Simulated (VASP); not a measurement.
# Al3GaN4 (P-43m) in VASP: further runs, part 3 of 3

VASP 6.6.1. Earlier steps stand in the parts before.

### Step 6. Single point, r2SCAN

This run uses another cell than the first one: it holds 16 atoms, not 8.

Contents of POSCAR:

```
Al3GaN4
1.0
    0.0000000000     -4.4012372922      0.0000000000
    0.0000000000      0.0000000000     -4.4012372922
    8.8024745843      0.0000000000      0.0000000000
Al Ga N
6 2 8
Direct
    0.5000000000      1.0000000000      0.2500000000
    0.5000000000      1.0000000000      0.7500000000
    1.0000000000      0.5000000000      0.2500000000
    1.0000000000      0.5000000000      0.7500000000
    0.5000000000      0.5000000000      0.5000000000
    0.5000000000      0.5000000000      0.0000000000
    1.0000000000      1.0000000000      0.5000000000
    1.0000000000      1.0000000000      0.0000000000
    0.2555418398      0.7444581602      0.3722290801
    0.2555418398      0.7444581602      0.8722290801
    0.7444581602      0.2555418398      0.3722290801
    0.7444581602      0.2555418398      0.8722290801
    0.2555418398      0.2555418398      0.1277709199
    0.2555418398      0.2555418398      0.6277709199
    0.7444581602      0.7444581602      0.1277709199
    0.7444581602      0.7444581602      0.6277709199
```

Contents of INCAR.step1:

```
SYSTEM = Al3GaN4
ALGO = Normal
EDIFF = 1E-4
ENCUT = 520
GGA = PE
ISMEAR = 0
LASPH = .TRUE.
LCHARG = .FALSE.
LREAL = Auto
LWAVE = .TRUE.
NBANDS = 56
NELM = 60
PREC = Accurate
SIGMA = 0.05
```

Contents of INCAR.step2:

```
SYSTEM = Al3GaN4
ALGO = Normal
EDIFF = 1E-6
ENCUT = 520
ISIF = 2
ISMEAR = 0
ISTART = 1
LASPH = .TRUE.
LCHARG = .TRUE.
LELF = .TRUE.
LMIXTAU = .TRUE.
LREAL = Auto
LVHAR = .TRUE.
LWAVE = .FALSE.
METAGGA = R2SCAN
NBANDS = 56
NELM = 60
PREC = Accurate
SIGMA = 0.05
```

Contents of KPOINTS:

```
k-points
0
G
  5 5 3
  0 0 0
```

Potentials or basis: VASP PAW PBE potentials, release 64 (Al, Ga_d, N).

Launch:

```sh
cat potpaw_PBE.64/Al/POTCAR potpaw_PBE.64/Ga_d/POTCAR potpaw_PBE.64/N/POTCAR > POTCAR
cp INCAR.step1 INCAR
mpirun -np 1 vasp_std > vasp.out
cp INCAR.step2 INCAR
mpirun -np 1 vasp_std > vasp.out
```

It took 21 min on 1 thread of Intel Xeon 8259CL, shared host; peak memory 0.37 GiB.

The run converged. Its results:

```
Free energy            : -158.8770 eV
Pressure               : 0.0 GPa
Largest force          : 0.075 eV/Å
Band gap on the k mesh : 4.00 eV
```

Forces in eV/Å, atoms in the order of the input:
```
Al   0.000  0.000  0.000
Al   0.000  0.000  0.000
Al   0.000  0.000  0.000
Al   0.000  0.000  0.000
Al   0.000  0.000  0.000
Al   0.000  0.000  0.000
Ga   0.000  0.000  0.000
Ga   0.000  0.000  0.000
N   -0.043 -0.043  0.043
N   -0.043 -0.043  0.043
N   -0.043  0.043 -0.043
N   -0.043  0.043 -0.043
N    0.043 -0.043 -0.043
N    0.043 -0.043 -0.043
N    0.043  0.043  0.043
N    0.043  0.043  0.043
```

Levels at points of the mesh, in eV from the valence-band top:
```csv
k point,band 39,band 40,band 41,band 42,band 43,band 44,band 45,band 46
"(0.00, 0.00, 0.00)",-0.95,0.00,0.00,0.00,4.00,4.00,4.00,4.11
```

Caveat: the PAW data sets were made with another functional, which shifts forces and pressure a little; an odd mesh through Γ misses points on the zone boundary, where band edges can lie.

### Step 7. Relaxation of the atoms, r2SCAN (equal strain along all axes, cell held: +3.0 %)

Contents of POSCAR:

```
Al3GaN4
1.0
    4.5332744104      0.0000000000      0.0000000000
    0.0000000000      4.5332744104      0.0000000000
    0.0000000000      0.0000000000      4.5332744104
Al Ga N
3 1 4
Direct
    0.5000000000      0.5000000000      0.0000000000
    0.5000000000      0.0000000000      0.5000000000
    0.0000000000      0.5000000000      0.5000000000
    0.0000000000      0.0000000000      0.0000000000
    0.7444581597      0.7444581597      0.2555418403
    0.7444581597      0.2555418403      0.7444581597
    0.2555418403      0.7444581597      0.7444581597
    0.2555418403      0.2555418403      0.2555418403
```

Contents of INCAR.step1:

```
SYSTEM = Al3GaN4
ALGO = Normal
EDIFF = 1E-4
ENCUT = 520
GGA = PE
ISMEAR = 0
LASPH = .TRUE.
LCHARG = .FALSE.
LREAL = .FALSE.
LWAVE = .TRUE.
NELM = 80
PREC = Accurate
SIGMA = 0.02
```

Contents of INCAR.step2:

```
SYSTEM = Al3GaN4
ALGO = Normal
EDIFF = 1E-6
EDIFFG = -0.008
ENCUT = 520
IBRION = 2
ISIF = 2
ISMEAR = 0
ISTART = 1
LASPH = .TRUE.
LCHARG = .FALSE.
LMIXTAU = .TRUE.
LREAL = .FALSE.
LWAVE = .FALSE.
METAGGA = R2SCAN
NELM = 80
NSW = 60
PREC = Accurate
SIGMA = 0.02
```

Contents of KPOINTS:

```
k-points
0
G
  6 6 6
  0 0 0
```

Launch:

```sh
cat potpaw_PBE.64/Al/POTCAR potpaw_PBE.64/Ga_d/POTCAR potpaw_PBE.64/N/POTCAR > POTCAR
cp INCAR.step1 INCAR
mpirun -np 1 vasp_std > vasp.out
cp INCAR.step2 INCAR
mpirun -np 1 vasp_std > vasp.out
```

Run time: 8.1 min. Hardware: 1 thread of Oxide Virtual Turin-like, shared host; peak memory 0.21 GiB.

Results (log left out):

```yaml
Free_energy: -79.0315 eV
Energy_gained_by_relaxing: 0.0 meV/atom
Ionic_steps: 2
Pressure_after_relaxing: -15.5 GPa
Band_gap_on_the_k_mesh: 3.36 eV
```

Step by step:
```csv
step,energy change (eV),largest force (eV/Å),pressure (GPa)
1,0.0000,0.0633,-15.50
2,-0.0004,0.0011,-15.51
```

Final structure:
```yaml
crystal:
  lattice:
    - [4.53327, 0.00000, 0.00000]
    - [0.00000, 4.53327, 0.00000]
    - [0.00000, 0.00000, 4.53327]
  atoms:
    - { symbol: Al, position: [0.50000, 0.50000, 0.00000] }
    - { symbol: Al, position: [0.50000, 0.00000, 0.50000] }
    - { symbol: Al, position: [0.00000, 0.50000, 0.50000] }
    - { symbol: Ga, position: [0.00000, 0.00000, 0.00000] }
    - { symbol: N, position: [0.74407, 0.74407, 0.25593] }
    - { symbol: N, position: [0.74407, 0.25593, 0.74407] }
    - { symbol: N, position: [0.25593, 0.74407, 0.74407] }
    - { symbol: N, position: [0.25593, 0.25593, 0.25593] }
```

Levels at points of the mesh, in eV from the valence-band top:
```csv
k point,band 18,band 19,band 20,band 21,band 22,band 23,band 24,band 25
"(0.00, 0.00, 0.00)",-1.88,0.00,0.00,0.00,3.36,3.92,3.92,3.92
"(0.50, 0.00, 0.00)",-1.16,-1.16,-0.89,-0.89,5.80,5.81,6.54,6.54
"(0.50, 0.50, 0.00)",-0.83,-0.56,-0.50,-0.50,7.15,7.89,7.89,8.16
"(0.50, 0.50, 0.50)",-0.62,-0.35,-0.35,-0.35,5.38,7.03,7.03,7.03
```

Caveat: the cell differs from its parent crystal (equal strain along all axes, cell held: +3.0 %); the PAW data sets were made with another functional, which shifts forces and pressure a little.

### Step 8. The runs side by side

```csv
task,potentials or basis,cell,k mesh,cutoff (eV),smearing,gap on the mesh (eV),pressure (GPa),largest force (eV/Å)
single point,"VASP PAW PBE potentials, release 64 (Al, Ga_d, N_h)","a = 4.387 Å, 8 atoms, atomic positions A",6 × 6 × 6,910,gaussian 0.02 eV,4.01,1.8,0.08
single point,"VASP PAW PBE potentials, release 64 (Al, Ga_d, N_h)","a = 4.367 Å, 8 atoms, atomic positions A",6 × 6 × 6,910,gaussian 0.02 eV,4.03,4.9,0.08
single point,"VASP PAW PBE potentials, release 64 (Al, Ga_d, N_h)","a = 4.336 Å, 8 atoms, atomic positions A",6 × 6 × 6,910,gaussian 0.02 eV,4.05,9.9,0.08
single point,"VASP PAW PBE potentials, release 64 (Al, Ga_d, N)","a = 4.401 Å, 8 atoms, atomic positions A",6 × 6 × 6,520,gaussian 0.05 eV,4.00,0.0,0.08
single point,"VASP PAW PBE potentials, release 64 (Al, Ga_d, N)","a = 4.401, b = 4.401, c = 8.802 Å, 16 atoms, atomic positions B",5 × 5 × 3,520,gaussian 0.05 eV,4.00,0.0,0.07
relaxation of the atoms,"VASP PAW PBE potentials, release 64 (Al, Ga_d, N)","atoms relaxed from a = 4.533 Å, 8 atoms, atomic positions A",6 × 6 × 6,520,gaussian 0.02 eV,3.36,-15.5,-
```

Alike in all rows: level r2SCAN; no spin polarisation.

Caveats: the PAW data sets were made with another functional, which shifts forces and pressure a little; the cutoff is under 1.25 times the usual one of these potentials, so pressure, stress and relaxed cells hold a basis-set (Pulay) error (at least some runs); the cell stands under pressure (at least some runs); an odd mesh through Γ misses points on the zone boundary, where band edges can lie (at least some runs).

Absolute energies hang on the potentials; compare differences alone.
